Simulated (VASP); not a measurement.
NaH, 2 atoms in the cell. Symmetry: Pm-3m, No. 221, cubic system. The conventional cell has a = 2.969 Å, b = 2.969 Å, c = 2.969 Å, α = 90.00°, β = 90.00°, γ = 90.00°. Na (site symmetry m-3m) has 8 H at 2.57 Å and 6 Na at 2.97 Å within 3.4 Å. Within 3.4 Å of H (site symmetry m-3m) lie 8 Na at 2.57 Å and 6 H at 2.97 Å. 

```yaml
Program: VASP 6.6.1
Task: vibrations by perturbation theory
Functional: PBE
Potentials_or_basis: VASP PAW PBE potentials, release 64 (Na_pv, H)
Cutoff: 520 eV
k_mesh: 10 × 10 × 10
Occupations: gaussian, width 0.01 eV
Spin: no spin polarisation
Dipole_correction: no
Further_INCAR_settings: ALGO = Normal; EDIFF = 1e-08; IBRION = 8; NSW = 1
```

Potentials or basis: VASP PAW PBE potentials, release 64 (Na_pv, H).

Command:

```console
$ cat potpaw_PBE.64/Na_pv/POTCAR potpaw_PBE.64/H/POTCAR > POTCAR
$ mpirun -np 1 vasp_std > vasp.out
```

Hardware: 1 thread of AMD EPYC 7R43 64-Core Processor (Zen 3), on a shared host.

Problem. Estimate the wall time of this run.

Solution. Wall time 83 s on 1 thread of AMD EPYC 7R43 64-Core Processor (Zen 3), with other jobs on the host, peak memory 0.16 GiB. Counts: scf iterations 39, k points 56.
